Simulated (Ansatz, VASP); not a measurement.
## Two plane-wave programs on Ti3Al

File INCAR:

```
PREC     = Accurate       # precision mode
ENCUT    = 520            # plane-wave cutoff, eV
EDIFF    = 1E-7           # SCF threshold, eV
ISMEAR   = 0              # smearing method
SIGMA    = 0.15           # smearing width, eV
LREAL    = False          # projectors in reciprocal space
LASPH    = True           # aspherical terms in the spheres
NELM     = 100            # most SCF steps
ALGO     = Fast           # electronic algorithm
ISIF     = 2              # what is computed and relaxed
LWAVE    = False          # write WAVECAR
LCHARG   = False          # write CHGCAR
GGA      = PS             # functional
NBANDS   = 28             # bands
```

File KPOINTS:

```
regular mesh
0
Gamma
  18 18 6
```

The input POSCAR:

```
Ti3Al
1.0
    2.9806745821      0.0000000000      0.0000000000
   -1.4903372910      2.5813399085      0.0000000000
    0.0000000000      0.0000000000      8.8534977112
Ti Al
3 1
Direct
    0.6666666667      0.3333333333      0.0000000000
    0.3333333333      0.6666666667      0.7511732072
    0.3333333333      0.6666666667      0.2488267928
    0.6666666667      0.3333333333      0.5000000000
```

Input for Ansatz:

```yaml
crystal:
  lattice:
    - [2.9806745821, 0.0, 0.0]
    - [-1.490337291, 2.5813399085, 0.0]
    - [0.0, 0.0, 8.8534977112]
  atoms:
    - { symbol: Ti, position: [0.6666666667, 0.3333333333, 0.0] }
    - { symbol: Ti, position: [0.3333333333, 0.6666666667, 0.7511732072] }
    - { symbol: Ti, position: [0.3333333333, 0.6666666667, 0.2488267928] }
    - { symbol: Al, position: [0.6666666667, 0.3333333333, 0.5] }
basis:
  ecutwfc: 520.0
kpoints:
  mp_grid: { grid: [18, 18, 6] }
hamiltonian:
  xc: pbesol
  pseudopotentials: { kind: paw, azcp: { folder: soft_1 } }
scf:
  occupations: { method: gaussian, width: 0.15 }
output:
  forces: true
  stress: true
  eigenvalues: true
```

Alike in both runs: task single point; functional PBEsol; k mesh 18 × 18 × 6; occupations gaussian, width 0.15 eV; no spin polarisation.

|  | VASP | Ansatz |
| --- | --- | --- |
| version | VASP 6.6.1 | Ansatz 0.2.0 |
| potentials or method | VASP PAW PBE potentials, release 64 (Ti_sv, Al), cutoff 520 eV | scalar-relativistic, plane waves, PAW |
| valence electrons in the cell | 39 | 39 |

```csv
,VASP,Ansatz,Ansatz less VASP
gap on the k mesh at the Fermi level (eV),none,none,-
pressure (GPa),-2.4,-2.3,+0.08
"traceless stress, the component that is largest in VASP (GPa)",6.22,6.20,-0.015
rms of the force components (eV/Å),0.043,0.038,-0.0047
```

VASP's potentials were made for PBE, not for PBEsol, and Ansatz warns of the same on its side. Atom by atom the forces differ by 0.005 eV/Å (rms over components). A gap of «none» marks a metal or a gap that the smearing closes.
